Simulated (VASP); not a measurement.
Crystal: TeW.

```
W Te
1.0
     0.00000    2.74069    2.74069
     2.74069    0.00000    2.74069
     2.74069    2.74069    0.00000
W Te
1 1
Direct
  0.00000 0.00000 0.00000
  0.50000 0.50000 0.50000
```

```yaml
Program: VASP 6.6.1
Task: relaxation of cell and atoms
Functional: PBE
Potentials_or_basis: VASP PAW PBE potentials, release 64 (W_sv, Te)
Cutoff: 600 eV
k_mesh: 6 × 6 × 6
Occupations: gaussian, width 0.1 eV
Spin: collinear spin, ferromagnetic start
Starting_moments: "[1.51, 0.0] μB"
```

At the start: pressure 9.6 GPa; volume 20.59 Å³/atom.

**Question.** Where does the relaxation end?

**Answer.** Over 4 steps the energy falls by 76.0 meV/atom and the volume is 22.64 Å³/atom (+10.0 %); space group Fm-3m (No. 225, to 0.05 Å); moment 2.17 μB per cell.

Step by step:
```tsv
step	energy change (eV)	largest force (eV/Å)	pressure (GPa)	volume (Å³)
1	0.0000	0.0000	9.55	41.17
2	-0.0815	0.0000	-5.68	48.93
3	-0.1495	0.0000	-1.19	45.87
4	-0.1519	0.0000	-0.12	45.28
```

Final structure:
```cif
data_structure
_symmetry_space_group_name_H-M 'P 1'
_symmetry_Int_Tables_number 1
_cell_length_a 4.0007
_cell_length_b 4.0007
_cell_length_c 4.0007
_cell_angle_alpha 60.000
_cell_angle_beta 60.000
_cell_angle_gamma 60.000
_cell_volume 45.28
loop_
_atom_site_label
_atom_site_type_symbol
_atom_site_fract_x
_atom_site_fract_y
_atom_site_fract_z
_atom_site_occupancy
W1 W 0.00000 0.00000 0.00000 1
Te1 Te 0.50000 0.50000 0.50000 1
```
